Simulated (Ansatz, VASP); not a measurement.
Given: the input of a run of VASP 6.6.1 on TePb.

File INCAR:

```
  ALGO = Normal
  EDIFF = 1E-6
  ENCUT = 520
  GGA = PE
  ISIF = 2
  ISMEAR = -1
  LASPH = T
  LCHARG = F
  LREAL = F
  LWAVE = F
  NBANDS = 17
  NELM = 100
  PREC = Accurate
  SIGMA = 0.05
```

File KPOINTS:

```
k-points
0
Gamma
  7 7 7
```

The input POSCAR:

```
TePb
1.0
    4.0549547108      0.0000000000      0.0000000000
    0.0000000000      4.0549547108      0.0000000000
    0.0000000000      0.0000000000      4.0549547108
Pb Te
1 1
Direct
    0.0000000000      0.0000000000      0.0000000000
    0.5000000000      0.5000000000      0.5000000000
```

Potentials or basis: VASP PAW PBE potentials, release 64 (Pb_d, Te).

Command:

```bash
$ cat potpaw_PBE.64/Pb_d/POTCAR potpaw_PBE.64/Te/POTCAR > POTCAR
$ mpirun -np 1 vasp_std > vasp.out
```

Question: Set up the same calculation for Ansatz 0.2.0. Potentials there: all-electron LAPW, scalar-relativistic.

Answer: As run (the cutoff follows the program's own potentials):

Contents of input.yaml:

```yaml
crystal:
  lattice:
    - [4.0549547108, 0.0, 0.0]
    - [0.0, 4.0549547108, 0.0]
    - [0.0, 0.0, 4.0549547108]
  atoms:
    - { symbol: Pb, position: [0.0, 0.0, 0.0] }
    - { symbol: Te, position: [0.5, 0.5, 0.5] }
kpoints:
  mp_grid: { grid: [7, 7, 7] }
scf:
  occupations: { method: fermi_dirac, width: 0.05 }
hamiltonian:
  xc: pbe
  pseudopotentials: { kind: all_electron, lapw: { basis_error: 0.0005 } }
output:
  forces: true
  stress: true
  eigenvalues: true
```

Potentials or basis: all-electron LAPW, scalar-relativistic.

Launch:

```sh
$ ansatz run input.yaml --threads 1 --pin off --max-ram 3072MiB --backend cpu --events-out ev --progress --plain --runs-dir out
```

Both were run:

|  | VASP | Ansatz | Ansatz less VASP |
| --- | --- | --- | --- |
| gap on the k mesh at the Fermi level (eV) | none | none | - |
| pressure (GPa) | -1.6 | -1.5 | +0.14 |

A gap of «none» marks a metal or a gap that the smearing closes. Ansatz ran all-electron here, and VASP with PAW potentials.

Spin-orbit coupling is off throughout.
